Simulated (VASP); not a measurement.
# AlN (P6_3mc) in VASP: further runs

Runs on AlN. Level: r2SCAN. Tasks: single point.

Program: VASP 6.6.1. These are calculated values, not measurements. Logs are shortened: lines on timing, memory, paths and dates and some standing lists are left out, and cuts for length are marked.

**What was measured.**

“Self-assembly of well-separated AlN nanowires directly on sputtered metallic TiN films”, 2019, arxiv:1910.07391 quotes, for a bulk crystal of AlN at 10 K: band gap 6.034 eV (an exciton energy, a little under the gap).

The runs below are set against these values where they give the same quantity.

### 1 The cell of the first run

The structure is hexagonal, space group P6_3mc (No. 186). Conventional cell: a = 3.107 Å, b = 3.107 Å, c = 4.978 Å, α = 90.00°, β = 90.00°, γ = 120.00°. Al (site symmetry 3m) has 4 N at 1.89 to 1.90 Å within 2.5 Å. Within 2.5 Å of N (site symmetry 3m) lie 4 Al at 1.89 to 1.90 Å.

### 2 Single point, r2SCAN

The input, POSCAR:

```
AlN
1.0
   -3.1066653383      0.0000000000      0.0000000000
    0.0000000000      5.3809022080      0.0000000000
    1.5533326691     -2.6904511040     -4.9784048429
Al N
4 4
Direct
    0.9991535488      0.3324868821      0.9983070976
    0.4991535488      0.8324868821      0.9983070976
    0.2491535488      0.9158202155      0.4983070976
    0.7491535488      0.4158202155      0.4983070976
    0.8083464512      0.1416797845      0.6166929024
    0.3083464512      0.6416797845      0.6166929024
    0.0583464512      0.7250131179      0.1166929024
    0.5583464512      0.2250131179      0.1166929024
```

The input, INCAR.step1:

```
SYSTEM = AlN
PREC = Accurate
ENCUT = 520
ISMEAR = 0
SIGMA = 0.05
LREAL = .False.
LASPH = .True.
NELM = 80
NBANDS = 26
GGA = PE
ALGO = Normal
EDIFF = 1E-4
LWAVE = .True.
LCHARG = .False.
```

The input, INCAR.step2:

```
SYSTEM = AlN
PREC = Accurate
ENCUT = 520
EDIFF = 1E-7
ISMEAR = 0
SIGMA = 0.05
LREAL = .False.
LASPH = .True.
NELM = 80
ALGO = Normal
ISIF = 2
LWAVE = .False.
LCHARG = .True.
METAGGA = R2SCAN
LMIXTAU = .True.
LELF = .True.
LVHAR = .True.
NBANDS = 26
ISTART = 1
```

The input, KPOINTS:

```
regular mesh
0
Gamma
  8 8 8
  0 0 0
```

Potentials or basis: VASP PAW PBE potentials, release 64 (Al, N).

Started as:

```
> cat potpaw_PBE.64/Al/POTCAR potpaw_PBE.64/N/POTCAR > POTCAR
> cp INCAR.step1 INCAR
> mpirun -np 1 vasp_std > vasp.out
> cp INCAR.step2 INCAR
> mpirun -np 1 vasp_std > vasp.out
```

OUTCAR:

```text
SYSTEM = AlN
   PREC = Accurate
   ENCUT = 520
   EDIFF = 1E-7
   ISMEAR = 0
   LREAL = .False.
   LASPH = .True.
   NELM = 80
   ISIF = 2
   METAGGA = R2SCAN
   ISTART = 1

 ion  position               nearest neighbor table
   1  0.999  0.332  0.998-   8 1.89   8 1.89   7 1.89   5 1.90   4 3.07   3 3.07   4 3.07   3 3.07
                             4 3.07   3 3.07   2 3.11   2 3.11   2 3.11   2 3.11
   2  0.499  0.832  0.998-   7 1.89   7 1.89   8 1.89   6 1.90   3 3.07   4 3.07   3 3.07   4 3.07
                             4 3.07   3 3.07   1 3.11   1 3.11   1 3.11   1 3.11
   3  0.249  0.916  0.498-   5 1.89   5 1.89   6 1.89   7 1.90   1 3.07   2 3.07   1 3.07   2 3.07
                             1 3.07   2 3.07   4 3.11   4 3.11   4 3.11   4 3.11
   4  0.749  0.416  0.498-   6 1.89   6 1.89   5 1.89   8 1.90   2 3.07   1 3.07   2 3.07   1 3.07
                             2 3.07   1 3.07   3 3.11   3 3.11   3 3.11   3 3.11
   5  0.808  0.142  0.617-   3 1.89   3 1.89   4 1.89   1 1.90
   6  0.308  0.642  0.617-   4 1.89   4 1.89   3 1.89   2 1.90
   7  0.058  0.725  0.117-   2 1.89   2 1.89   1 1.89   3 1.90
   8  0.558  0.225  0.117-   1 1.89   1 1.89   2 1.89   4 1.90

  LATTYP: Found a body centered orthorhombic cell.
 ALAT       =     3.1066653383
 B/A-ratio  =     1.7320508076
 C/A-ratio  =     3.2049830289

  Lattice vectors:

 A1 = (  -1.5533326691,   2.6904511040,   4.9784048429)
 A2 = (   1.5533326692,  -2.6904511040,   4.9784048429)
 A3 = (   1.5533326691,   2.6904511040,  -4.9784048429)

Analysis of symmetry for initial positions (statically):
=====================================================================
 Subroutine PRICEL returns following result:

  LATTYP: Found a hexagonal cell.
 ALAT       =     3.1066653383
 C/A-ratio  =     1.6024915145

  Lattice vectors:

 A1 = (   3.1066653383,   0.0000000000,   0.0000000000)
 A2 = (  -1.5533326691,  -2.6904511040,   0.0000000000)
 A3 = (  -0.0000000000,   0.0000000000,  -4.9784048429)

   2 primitive cells build up your supercell.

 Routine SETGRP: Setting up the symmetry group for a
 body centered orthorhombic supercell.

 Subroutine GETGRP returns: Found  4 space group operations
 (whereof  2 operations were pure point group operations)
 out of a pool of  8 trial point group operations.

The static configuration has the point symmetry C_1h.
 The point group associated with its full space group is C_2v.

Analysis of symmetry for dynamics (positions and initial velocities):
=====================================================================
 Subroutine PRICEL returns following result:

  LATTYP: Found a hexagonal cell.
 ALAT       =     3.1066653383
 C/A-ratio  =     1.6024915145

  Lattice vectors:

 A1 = (   3.1066653383,   0.0000000000,   0.0000000000)
 A2 = (  -1.5533326691,  -2.6904511040,   0.0000000000)
 A3 = (  -0.0000000000,   0.0000000000,  -4.9784048429)

   2 primitive cells build up your supercell.

 Routine SETGRP: Setting up the symmetry group for a
 body centered orthorhombic supercell.

 Subroutine GETGRP returns: Found  4 space group operations
 (whereof  2 operations were pure point group operations)
 out of a pool of  8 trial point group operations.

The dynamic configuration has the point symmetry C_1h.
 The point group associated with its full space group is C_2v.

 Subroutine INISYM returns: Found  4 space group operations
 (whereof  2 operations are pure point group operations),
 and found     2 'primitive' translations

----------------------------------------------------------------------------------------

                                     Primitive cell

  volume of cell :      41.6112

  direct lattice vectors                    reciprocal lattice vectors
     3.106665338  0.000000000  0.000000000     0.321888550 -0.185842441 -0.000000000
    -1.553332669 -2.690451104  0.000000000     0.000000000 -0.371684882  0.000000000
    -0.000000000  0.000000000 -4.978404843     0.000000000  0.000000000 -0.200867553

  length of vectors
[... 58 lines left out ...]
      5      -0.1506      2.00000
      6       0.2537      2.00000
[... 18 lines left out ...]
     25      17.9633      0.00000
     26      18.8611      0.00000

 k-point     2 :       0.1250    0.0000    0.0000
  band No.  band energies     occupation
      1      -9.8974      2.00000
      2      -7.8850      2.00000
      3      -7.7547      2.00000
      4      -7.6351      2.00000
      5       0.0805      2.00000
      6       0.3348      2.00000
[... 18 lines left out ...]
     25      17.6897      0.00000
     26      18.4626      0.00000

 k-point     3 :       0.2500    0.0000    0.0000
  band No.  band energies     occupation
      1      -9.4314      2.00000
      2      -7.7391      2.00000
      3      -7.6515      2.00000
      4      -7.5280      2.00000
      5       0.6912      2.00000
      6       0.8003      2.00000
[... 18 lines left out ...]
     25      18.3525      0.00000
     26      18.6003      0.00000

 k-point     4 :       0.3750    0.0000    0.0000
  band No.  band energies     occupation
      1      -8.7608      2.00000
      2      -7.6270      2.00000
      3      -7.5672      2.00000
      4      -7.5175      2.00000
      5       1.1616      2.00000
      6       1.1943      2.00000
[... 18 lines left out ...]
     25      18.0055      0.00000
     26      18.3826      0.00000
[... 496 lines left out ...]
      1      -9.4980      2.00000
      2      -8.6585      2.00000
      3      -7.9238      2.00000
      4      -7.8365      2.00000
      5       0.7285      2.00000
      6       0.9864      2.00000
[... 18 lines left out ...]
     25      18.0799      0.00000
     26      18.5744      0.00000

 k-point    23 :       0.1250    0.3750    0.0000
  band No.  band energies     occupation
      1      -9.2698      2.00000
      2      -8.6499      2.00000
      3      -7.9884      2.00000
      4      -7.6566      2.00000
      5       1.0554      2.00000
      6       1.0608      2.00000
[... 18 lines left out ...]
     25      17.7873      0.00000
     26      18.2790      0.00000

 k-point    24 :       0.2500    0.3750    0.0000
  band No.  band energies     occupation
      1      -8.7985      2.00000
      2      -8.4298      2.00000
      3      -7.9187      2.00000
      4      -7.4670      2.00000
      5       1.1513      2.00000
      6       1.1624      2.00000
[... 18 lines left out ...]
     25      17.9361      0.00000
     26      17.9512      0.00000

 [... further k-points ...]

------------------------ aborting loop because EDIFF is reached ----------------------------------------

  FORCE on cell =-STRESS in cart. coord.  units (eV):
  Direction    XX          YY          ZZ          XY          YZ          ZX
  --------------------------------------------------------------------------------------
  -------------------------------------------------------------------------------------
  Total       -0.2017805     -0.2026468     -0.2023887      0.0000000      0.0000000     -0.0000000
  in kB       -3.8846325     -3.9013102     -3.8963426      0.0000000      0.0000000     -0.0000000
  external PRESSURE =      -3.8940951 kB  Pullay stress =       0.0000000 kB

 VOLUME and BASIS-vectors are now :
 -----------------------------------------------------------------------------
  energy-cutoff  :      520.00
  volume of cell :       83.22
      direct lattice vectors                 reciprocal lattice vectors
    -3.106665338  0.000000000  0.000000000    -0.321888550  0.000000000 -0.100433777
     0.000000000  5.380902208  0.000000000     0.000000000  0.185842441 -0.100433777
     1.553332669 -2.690451104 -4.978404843     0.000000000  0.000000000 -0.200867553

 POSITION                                       TOTAL-FORCE (eV/Angst)
 -----------------------------------------------------------------------------------
     -1.55333     -0.89682     -4.96998         0.000000      0.000025      0.001530
     -0.00000      1.79363     -4.96998         0.000000      0.000025      0.001530
     -0.00000      3.58727     -2.48077         0.000000     -0.000025      0.001530
     -1.55333      0.89682     -2.48077         0.000000     -0.000025      0.001530
     -1.55333     -0.89682     -3.07015        -0.000000     -0.000068     -0.001530
     -0.00000      1.79363     -3.07015        -0.000000     -0.000068     -0.001530
     -0.00000      3.58727     -0.58094        -0.000000      0.000068     -0.001530
     -1.55333      0.89682     -0.58094        -0.000000      0.000068     -0.001530
 -----------------------------------------------------------------------------------
    total drift:                               -0.000032      0.000223      0.018180

  FREE ENERGIE OF THE ION-ELECTRON SYSTEM (eV)
  ---------------------------------------------------
  free  energy   TOTEN  =       -76.9132656787 eV

  energy  without entropy=      -76.9132656787  energy(sigma->0) =      -76.91326568
```

Wall time 6.6 min (1 thread of Intel Xeon 6975P-C (Granite Rapids), shared host); peak memory 0.3 GiB.

Results:

```
Free energy            : -76.9133 eV
Pressure               : -0.4 GPa
Band gap on the k mesh : 4.92 eV
```

Caveat: the PAW data sets were made with another functional, which shifts forces and pressure a little. r2SCAN opens gaps a little over a GGA but as a rule still falls short of measured ones.

### 3 Single point, r2SCAN

This run uses another cell than the first one: it holds 4 atoms, not 8.

The input, POSCAR:

```
AlN
1.0
    3.1066653383      0.0000000000      0.0000000000
   -1.5533326691      2.6904511040      0.0000000000
    0.0000000000      0.0000000000      4.9784048385
Al N
2 2
Direct
    0.3333333333      0.6666666667      0.0016929024
    0.6666666667      0.3333333333      0.5016929024
    0.3333333333      0.6666666667      0.3833070976
    0.6666666667      0.3333333333      0.8833070976
```

The input, INCAR.step1:

```
PREC = Accurate ; ENCUT = 520
ISMEAR = 0 ; SIGMA = 0.05
LREAL = False ; LASPH = True
NELM = 100 ; NBANDS = 16
GGA = PE ; ALGO = Normal
EDIFF = 1E-4 ; LWAVE = True
LCHARG = False
```

The input, INCAR.step2:

```
PREC = Accurate ; ENCUT = 520
EDIFF = 1E-6 ; ISMEAR = 0
SIGMA = 0.05 ; LREAL = False
LASPH = True ; NELM = 100
ALGO = Normal ; ISIF = 2
LWAVE = False ; LCHARG = False
METAGGA = R2SCAN ; LMIXTAU = True
NBANDS = 16 ; ISTART = 1
```

The input, KPOINTS:

```
Automatic mesh
0
Gamma
  12 12 4
```

Potentials or basis: VASP PAW PBE potentials, release 64 (Al, N).

Started as:

```
> cat potpaw_PBE.64/Al/POTCAR potpaw_PBE.64/N/POTCAR > POTCAR
> cp INCAR.step1 INCAR
> mpirun -np 1 vasp_std > vasp.out
> cp INCAR.step2 INCAR
> mpirun -np 1 vasp_std > vasp.out
```

It took 57 s on 1 thread of Intel Xeon Platinum 8559C (Emerald Rapids), shared host; peak memory 0.17 GiB.

Results (log left out):

```
Free energy            : -38.4563 eV
Pressure               : -0.4 GPa
Band gap on the k mesh : 4.92 eV, direct
```

Levels at points of the mesh, in eV from the valence-band top:
```
           k point  band 4  band 5  band 6  band 7  band 8  band 9  band 10  band 11  band 12  band 13
(0.00, 0.00, 0.00)   -0.88   -0.88   -0.22   -0.22    0.00    4.92     7.54    11.62    12.04    12.04
(0.50, 0.00, 0.00)   -4.22   -3.39   -2.14   -1.77   -0.71    6.45     6.56     9.05    11.26    11.72
(0.00, 0.00, 0.50)   -3.37   -0.56   -0.56   -0.56   -0.56    7.26     7.26    11.32    11.32    12.36
(0.50, 0.00, 0.50)   -5.67   -1.50   -1.50   -1.39   -1.39    6.00     6.00    10.15    10.15    12.94
```

Caveat: the PAW data sets were made with another functional, which shifts forces and pressure a little.

### 4 Single point, r2SCAN

This run uses another cell than the first one: it holds 4 atoms, not 8.

POSCAR is that of step 3.

The input, INCAR.step1:

```
SYSTEM = AlN
PREC = Accurate
ENCUT = 520
ISMEAR = 0
SIGMA = 0.02
LREAL = .False.
LASPH = .True.
NELM = 100
NBANDS = 16
GGA = PE
ALGO = Normal
EDIFF = 1E-4
LWAVE = .True.
LCHARG = .False.
```

The input, INCAR.step2:

```
SYSTEM = AlN
PREC = Accurate
ENCUT = 520
EDIFF = 1E-6
ISMEAR = 0
SIGMA = 0.02
LREAL = .False.
LASPH = .True.
NELM = 100
ALGO = Normal
ISIF = 2
LWAVE = .False.
LCHARG = .False.
METAGGA = R2SCAN
LMIXTAU = .True.
NBANDS = 16
ISTART = 1
```

The input, KPOINTS:

```
regular mesh
0
Gamma
  12 12 6
  0 0 0
```

Started as:

```
> cat potpaw_PBE.64/Al/POTCAR potpaw_PBE.64/N/POTCAR > POTCAR
> cp INCAR.step1 INCAR
> mpirun -np 1 vasp_std > vasp.out
> cp INCAR.step2 INCAR
> mpirun -np 1 vasp_std > vasp.out
```

Wall time 76 s (1 thread of Intel Xeon Platinum 8559C (Emerald Rapids), shared host); peak memory 0.18 GiB.

It converged, with:

- Free energy: -38.4563 eV
- Pressure: -0.4 GPa
- Band gap on the k mesh: 4.92 eV, direct

Levels at points of the mesh, in eV from the valence-band top:
```tsv
k point	band 4	band 5	band 6	band 7	band 8	band 9	band 10	band 11	band 12	band 13
(0.00, 0.00, 0.00)	-0.88	-0.88	-0.22	-0.22	0.00	4.92	7.54	11.62	12.04	12.04
(0.50, 0.00, 0.00)	-4.22	-3.39	-2.14	-1.77	-0.71	6.45	6.56	9.05	11.26	11.72
(0.00, 0.00, 0.50)	-3.37	-0.56	-0.56	-0.56	-0.56	7.26	7.26	11.32	11.32	12.36
(0.50, 0.00, 0.50)	-5.67	-1.50	-1.50	-1.39	-1.39	6.00	6.00	10.15	10.15	12.94
```

Caveat: the PAW data sets were made with another functional, which shifts forces and pressure a little.

### 5 Single point, r2SCAN

This run uses another cell than the first one, of the same volume but with other edges.

The input, POSCAR:

```
AlN
1.0
    3.1066653383      0.0000000000      0.0000000000
   -1.5533326691      2.6904511040      0.0000000000
    0.0000000000      0.0000000000      9.9568096770
Al N
4 4
Direct
    0.3333333333      0.6666666667      0.0008464512
    0.3333333333      0.6666666667      0.5008464512
    0.6666666667      0.3333333333      0.2508464512
    0.6666666667      0.3333333333      0.7508464512
    0.3333333333      0.6666666667      0.1916535488
    0.3333333333      0.6666666667      0.6916535488
    0.6666666667      0.3333333333      0.4416535488
    0.6666666667      0.3333333333      0.9416535488
```

The input, INCAR.step1:

```
SYSTEM = AlN
PREC     = Accurate       ! precision mode
ENCUT    = 520            ! plane-wave cutoff, eV
ISMEAR   = 0              ! smearing method
SIGMA    = 0.05           ! smearing width, eV
LREAL    = .FALSE.        ! projectors in reciprocal space
LASPH    = .TRUE.         ! aspherical terms in the spheres
NELM     = 100            ! most SCF steps
NBANDS   = 26             ! bands
GGA      = PE             ! functional
ALGO     = Normal         ! electronic algorithm
EDIFF    = 1E-4           ! SCF threshold, eV
LWAVE    = .TRUE.         ! write WAVECAR
LCHARG   = .FALSE.        ! write CHGCAR
```

The input, INCAR.step2:

```
SYSTEM = AlN
PREC     = Accurate       ! precision mode
ENCUT    = 520            ! plane-wave cutoff, eV
EDIFF    = 1E-6           ! SCF threshold, eV
ISMEAR   = 0              ! smearing method
SIGMA    = 0.05           ! smearing width, eV
LREAL    = .FALSE.        ! projectors in reciprocal space
LASPH    = .TRUE.         ! aspherical terms in the spheres
NELM     = 100            ! most SCF steps
ALGO     = Normal         ! electronic algorithm
ISIF     = 2              ! what is computed and relaxed
LWAVE    = .FALSE.        ! write WAVECAR
LCHARG   = .FALSE.        ! write CHGCAR
METAGGA  = R2SCAN         ! meta-GGA
LMIXTAU  = .TRUE.       
NBANDS   = 26             ! bands
ISTART   = 1
```

The input, KPOINTS:

```
regular mesh
0
G
  12 12 2
  0 0 0
```

Started as:

```
> cat potpaw_PBE.64/Al/POTCAR potpaw_PBE.64/N/POTCAR > POTCAR
> cp INCAR.step1 INCAR
> mpirun -np 1 vasp_std > vasp.out
> cp INCAR.step2 INCAR
> mpirun -np 1 vasp_std > vasp.out
```

Run time: 2.5 min. Hardware: 1 thread of Intel Xeon Platinum 8559C (Emerald Rapids), shared host; peak memory 0.23 GiB.

It converged, with:

* Free energy: -76.9126 eV
* Pressure: -0.4 GPa
* Band gap on the k mesh: 4.92 eV

Levels at points of the mesh, in eV from the valence-band top:
```csv
k point,band 14,band 15,band 16,band 17,band 18,band 19
"(0.00, 0.00, 0.00)",-0.22,-0.22,0.00,4.92,7.26,7.26
"(0.50, 0.00, 0.00)",-1.39,-1.39,-0.71,6.00,6.00,6.45
"(0.00, 0.00, 0.50)",-0.33,-0.33,-0.33,5.89,5.89,7.64
"(0.50, 0.00, 0.50)",-1.22,-0.96,-0.96,5.73,5.73,6.63
```

Caveat: the PAW data sets were made with another functional, which shifts forces and pressure a little.

### 6 Summary

| cell | k mesh | smearing | gap on the mesh (eV) | pressure (GPa) |
| --- | --- | --- | --- | --- |
| a = 3.107, b = 5.381, c = 5.868 Å, angles 117.3, 105.3, 90.0°, 8 atoms | 8 × 8 × 8 | gaussian 0.05 eV | 4.92 | -0.4 |
| a = 3.107, b = 3.107, c = 4.978 Å, angles 90.0, 90.0, 120.0°, 4 atoms | 12 × 12 × 4 | gaussian 0.05 eV | 4.92 | -0.4 |
| a = 3.107, b = 3.107, c = 4.978 Å, angles 90.0, 90.0, 120.0°, 4 atoms | 12 × 12 × 6 | gaussian 0.02 eV | 4.92 | -0.4 |
| a = 3.107, b = 3.107, c = 9.957 Å, angles 90.0, 90.0, 120.0°, 8 atoms | 12 × 12 × 2 | gaussian 0.05 eV | 4.92 | -0.4 |

Alike in all rows: task single point; level r2SCAN; potentials or basis VASP PAW PBE potentials, release 64 (Al, N); no spin polarisation; cutoff (eV) 520.

Caveats: the PAW data sets were made with another functional, which shifts forces and pressure a little.

Absolute energies hang on the potentials; compare differences alone.

### 7 How close it comes

Step 3. A measured gap of AlN is 6.034 eV (an exciton energy, a little under the gap; 10 K; quoted in “Self-assembly of well-separated AlN nanowires directly on sputtered metallic TiN films”, 2019, arxiv:1910.07391); the calculated 4.92 eV misses it by -1.11 eV. 2 values of this kind are on record (6.034 to 6.0343 eV); this one was drawn at random. The value is that of r2SCAN on a finite k mesh, which can miss the band edges, without temperature or zero-point motion.

Step 4. A measured gap of AlN is 6.034 eV (an exciton energy, a little under the gap; 10 K; quoted in “Self-assembly of well-separated AlN nanowires directly on sputtered metallic TiN films”, 2019, arxiv:1910.07391); the calculated 4.92 eV misses it by -1.11 eV. 2 values of this kind are on record (6.034 to 6.0343 eV); this one was drawn at random. The value is that of r2SCAN on a finite k mesh, which can miss the band edges, without temperature or zero-point motion.
